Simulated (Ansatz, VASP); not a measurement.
**Two plane-wave programs on W**

```
CELL_PARAMETERS angstrom
-1.54403 1.54403 1.56790
1.54403 -1.54403 1.56790
1.54403 1.54403 -1.56790
ATOMIC_POSITIONS crystal
W 0.00000 0.00000 0.00000
```

Change from the starting cell: strain -0.030 along x and y, -0.015 along z, atoms carried along.

Alike in both runs: task single point; functional PBE; k mesh 26 × 26 × 26; occupations gaussian, width 0.15 eV; no spin polarisation.

|  | VASP | Ansatz |
| --- | --- | --- |
| version | VASP 6.6.1 | Ansatz 0.2.0 |
| potentials or method | VASP PAW PBE potentials, release 64 (W_sv), cutoff 520 eV | scalar-relativistic, plane waves, PAW |
| valence electrons in the cell | 14 | 14 |

VASP gave:

| Item | Value |
| --- | --- |
| gap on the k mesh at the Fermi level (eV) | none |
| pressure (GPa) | 27.9 |
| traceless stress, the component that is largest in VASP (GPa) | -3.88 |

Problem. What did Ansatz give for the same quantities?

Solution. gap on the k mesh at the Fermi level (eV): none; pressure (GPa): 27.1; traceless stress, the component that is largest in VASP (GPa): -3.88.

A gap of «none» marks a metal or a gap that the smearing closes.

Spin-orbit coupling is off throughout.
